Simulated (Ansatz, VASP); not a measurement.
# WC in VASP and in Ansatz

```
W C
1.0
     0.00000    2.19268    2.19268
     2.19268    0.00000    2.19268
     2.19268    2.19268    0.00000
W C
1 1
Direct
  0.99194 0.00000 0.00000
  0.50000 0.50000 0.50000
```

Change from the starting cell: all W atoms moved +0.025 Å, as atom 1 towards its neighbour atom 1 (W) at 3.101 Å.

Alike in both runs: task single point; functional r2SCAN; k mesh 18 × 18 × 18; occupations gaussian, width 0.15 eV; no spin polarisation.

|  | VASP | Ansatz |
| --- | --- | --- |
| version | VASP 6.6.1 | Ansatz 0.2.0 |
| potentials or method | VASP PAW PBE potentials, release 64 (W_sv, C), cutoff 520 eV | scalar-relativistic, plane waves, PAW |
| valence electrons in the cell | 18 | 18 |

VASP gave:

| Property | Result |
| --- | --- |
| gap on the k mesh at the Fermi level (eV) | none |
| pressure (GPa) | -3.6 |
| traceless stress, the component that is largest in VASP (GPa) | -0.11 |
| rms of the force components (eV/Å) | 0.076 |

Question: What did Ansatz give for the same quantities?

Answer: gap on the k mesh at the Fermi level (eV): none; pressure (GPa): -5.1; traceless stress, the component that is largest in VASP (GPa): -0.11; rms of the force components (eV/Å): 0.075.

VASP's potentials were made for PBE, not for r2SCAN. Atom by atom the forces differ by 0.001 eV/Å (rms over components). A gap of «none» marks a metal or a gap that the smearing closes. The functional is the same, so the differences come from potentials, cutoffs and numerics.

Neither program's run includes spin-orbit coupling.
